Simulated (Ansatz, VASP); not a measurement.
## La: VASP beside Ansatz

File INCAR:

```
ALGO = Normal
EDIFF = 1E-6
ENCUT = 520
GGA = CA
ISIF = 2
ISMEAR = -1
LASPH = T
LCHARG = F
LREAL = F
LWAVE = F
NBANDS = 18
NELM = 80
PREC = Accurate
SIGMA = 0.05
```

Contents of KPOINTS:

```
k-points
0
Gamma
  11 11 11
```

POSCAR

```
La
1.0
    0.0000000000      2.7465441524      2.7465441524
    2.7465441524      0.0000000000      2.7465441524
    2.7465441524      2.7465441524      0.0000000000
La
2
Direct
   -0.1250000000     -0.1250000000     -0.1250000000
    0.1250000000      0.1250000000      0.1250000000
```

Input for Ansatz:

```yaml
crystal:
  lattice:
    - [0.0, 2.7465441524, 2.7465441524]
    - [2.7465441524, 0.0, 2.7465441524]
    - [2.7465441524, 2.7465441524, 0.0]
  atoms:
    - { symbol: La, position: [-0.125, -0.125, -0.125] }
    - { symbol: La, position: [0.125, 0.125, 0.125] }
kpoints:
  mp_grid: { grid: [11, 11, 11] }
scf:
  occupations: { method: fermi_dirac, width: 0.05 }
hamiltonian:
  xc: lda
  pseudopotentials: { kind: all_electron, lapw: { basis_error: 0.001 } }
output:
  forces: true
  stress: true
  eigenvalues: true
  populations: true
```

Change from the starting cell: volume scaled by 0.6, LAPW.

Alike in both runs: task single point; functional LDA; k mesh 11 × 11 × 11; occupations fermi-dirac, width 0.05 eV; no spin polarisation.

```csv
,VASP,Ansatz
version,VASP 6.6.1,Ansatz 0.2.0
potentials or method,"VASP PAW LDA potentials, release 64 (La), cutoff 520 eV","all-electron LAPW, scalar-relativistic"
```

|  | VASP | Ansatz | Ansatz less VASP |
| --- | --- | --- | --- |
| pressure (GPa) | 107.0 | 106.7 | -0.31 |

LDA's correlation is that of Perdew and Zunger in VASP and of Perdew and Wang (1992) in Ansatz. Both programs put the cell under a high pressure, so it lies far from rest at this level. Ansatz ran all-electron here, and VASP with PAW potentials.

Spin-orbit coupling is off throughout. Noted on VASP's run: the cell as given lies far from equilibrium.
